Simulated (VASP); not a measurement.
A run of VASP 6.6.1 is set up as follows.

INCAR

```
AGGAC = 1.0 ; AGGAX = 1.0
ALDAC = 0.0 ; ALDAX = 1.0
ALGO = Normal ; EDIFF = 1E-7
EDIFFG = -0.01 ; ENCUT = 600
GGA = B5 ; GGA_COMPAT = False
IBRION = 2 ; ISIF = 4
ISMEAR = 0 ; LASPH = True
LCHARG = False ; LREAL = False
LWAVE = False ; NELM = 120
NELMIN = 4 ; NSW = 60
PREC = Accurate ; SIGMA = 0.05
```

File KPOINTS:

```
k-points
0
Gamma
  6 6 4
```

Contents of POSCAR:

```
Mg3Sb2
1.0
    4.6176250766      0.0000000000      0.0000000000
   -2.3088125383      3.9989806215      0.0000000000
    0.0000000000      0.0000000000      7.3728426395
Sb Mg
2 3
Direct
    0.3333333333      0.6666666667      0.2317509306
    0.6666666667      0.3333333333      0.7682490694
    0.0000000000      0.0000000000      0.0000000000
    0.3333333333      0.6666666667      0.6326135186
    0.6666666667      0.3333333333      0.3673864814
```

Potentials or basis: VASP PAW PBE potentials, release 64 (Sb, Mg).

Launch:

```bash
$ cat potpaw_PBE.64/Sb/POTCAR potpaw_PBE.64/Mg/POTCAR > POTCAR
$ mpirun -np 1 vasp_std > vasp.out
```

Problem. What does it give for the band gap on the k mesh?

Solution. 0.37 eV (least direct gap 1.07 eV).

Step by step:
| step | energy change (eV) | largest force (eV/Å) | pressure (GPa) | volume (Å³) |
| --- | --- | --- | --- | --- |
| 1 | 0.0000 | 0.0754 | 1.05 | 136.15 |
| 2 | -0.0005 | 0.0537 | 1.02 | 136.15 |
| 3 | -0.0010 | 0.0142 | 0.98 | 136.15 |
| 4 | -0.0010 | 0.0085 | 0.97 | 136.15 |

Caveat: the PAW data sets were made with another functional, which shifts forces and pressure a little; spin-orbit coupling is left out, which moves the levels of the heavy elements. A k mesh can miss the band edges.
